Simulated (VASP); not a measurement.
TlBr, 2 atoms in the cell. The cell holds a molecule in a box, 2 atoms: a = 9.000 Å, b = 9.000 Å, c = 11.690 Å, α = 90.00°, β = 90.00°, γ = 90.00°. 

| Property | Result |
| --- | --- |
| Program | VASP 6.6.1 |
| Task | single point |
| Functional | PBE |
| Potentials or basis | VASP PAW PBE potentials, release 64 (Tl_d, Br) |
| Cutoff | 400 eV |
| k mesh | 1 × 1 × 1 |
| Occupations | gaussian, width 0.01 eV |
| Spin | non-collinear spin, zero start, spin-orbit coupling |
| Starting moments | [[0.0, 0.0, 0.0], [0.0, 0.0, 0.0]] μB |
| Dipole correction | no |
| Further INCAR settings | ALGO = Normal; EDIFF = 1e-06; NBANDS = 32; NELMDL = -8 |

Potentials or basis: VASP PAW PBE potentials, release 64 (Tl_d, Br).

Launch:

```console
$ cat potpaw_PBE.64/Tl_d/POTCAR potpaw_PBE.64/Br/POTCAR > POTCAR
$ mpirun -np 1 vasp_ncl > vasp.out
```

Hardware: 1 thread of Intel(R) Xeon(R) Platinum 8488C (Sapphire Rapids), on a shared host.

Task: Estimate the wall time of this run.

Result: It took 3.8 min on 1 thread of Intel(R) Xeon(R) Platinum 8488C (Sapphire Rapids), on a shared host, peak memory 1.5 GiB. Counts: scf iterations 28, k points 1.
